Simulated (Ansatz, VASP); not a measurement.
# Ag: VASP beside Ansatz

File INCAR:

```
SYSTEM = Ag
  PREC = Accurate
  ENCUT = 520
  EDIFF = 1E-8
  ISMEAR = -1
  SIGMA = 0.05
  LREAL = .FALSE.
  LASPH = .TRUE.
  NELM = 60
  ALGO = Normal
  ISIF = 2
  LWAVE = .FALSE.
  LCHARG = .FALSE.
  GGA = CA
  LEFG = .TRUE.
  NBANDS = 12
```

Contents of KPOINTS:

```
regular mesh
0
G
  15 15 15
  0 0 0
```

File POSCAR:

```
Ag
1.0
    0.0000000000      2.0154871556      2.0154871556
    2.0154871556      0.0000000000      2.0154871556
    2.0154871556      2.0154871556      0.0000000000
Ag
1
Direct
    0.0000000000      0.0000000000      0.0000000000
```

Input for Ansatz:

```yaml
crystal:
  lattice:
    - [0.0, 2.0154871556, 2.0154871556]
    - [2.0154871556, 0.0, 2.0154871556]
    - [2.0154871556, 2.0154871556, 0.0]
  atoms:
    - { symbol: Ag, position: [0.0, 0.0, 0.0] }
kpoints:
  mp_grid: { grid: [15, 15, 15] }
scf:
  occupations: { method: fermi_dirac, width: 0.05 }
hamiltonian:
  xc: lda
  pseudopotentials: { kind: all_electron, datasets: crystal }
output:
  forces: true
  stress: true
  eigenvalues: true
  efg: { contact_densities: true }
```

Change from the starting cell: volume scaled by 0.96, crystal datasets.

Alike in both runs: task electric field gradients; functional LDA; k mesh 15 × 15 × 15; occupations fermi-dirac, width 0.05 eV; no spin polarisation.

```csv
,VASP,Ansatz
version,VASP 6.6.1,Ansatz 0.2.0
potentials or method,"VASP PAW LDA potentials, release 64 (Ag), cutoff 520 eV","all-electron PAW with datasets made for the crystal, scalar-relativistic"
```

|  | VASP | Ansatz | Ansatz less VASP |
| --- | --- | --- | --- |
| pressure (GPa) | -2.9 | -3.0 | -0.15 |

LDA's correlation is that of Perdew and Zunger in VASP and of Perdew and Wang (1992) in Ansatz. Ansatz ran all-electron here, and VASP with PAW potentials.
